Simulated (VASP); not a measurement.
Runs of VASP 6.6.1 on Ge5Mo. The structure is that of space group P4/mmm (No. 123), or close to it. The cells are those of the table. 

| task | cell | k mesh | cutoff (eV) | gap on the mesh (eV) | pressure (GPa) | largest force (eV/Å) |
| --- | --- | --- | --- | --- | --- | --- |
| single point | a = 3.360, b = 3.360, c = 9.306 Å, 6 atoms | 12 × 12 × 4 | 520 | none | 0.1 | 0.01 |
| single point | a = 3.060, b = 3.060, c = 12.963 Å, 6 atoms | 6 × 6 × 2 | 520 | none | -8.7 | (a) |
| single point | a = 3.132, b = 3.132, c = 11.133 Å, 6 atoms | 6 × 6 × 2 | 520 | none | 0.2 | (b) |
| relaxation of cell and atoms | relaxed from a = 3.060, b = 3.060, c = 12.963 Å, 6 atoms | 6 × 6 × 2 | 600 | none | 0.0 | 0.03 |

Alike in all rows: level PBE; potentials or basis VASP PAW PBE potentials, release 64 (Ge_d, Mo_sv); no spin polarisation; smearing gaussian 0.1 eV.

Question: Fill in the values left out.

Answer: (a) 1.51; (b) 0.05.

Caveats: forces of over 1 eV/Å act on the atoms, so gaps and moduli don't describe the material at rest (some runs).

A k mesh can miss the band edges, and the runs leave out spin-orbit coupling on Ge, Mo.

A gap of «none» marks levels without a gap at the run's occupations.
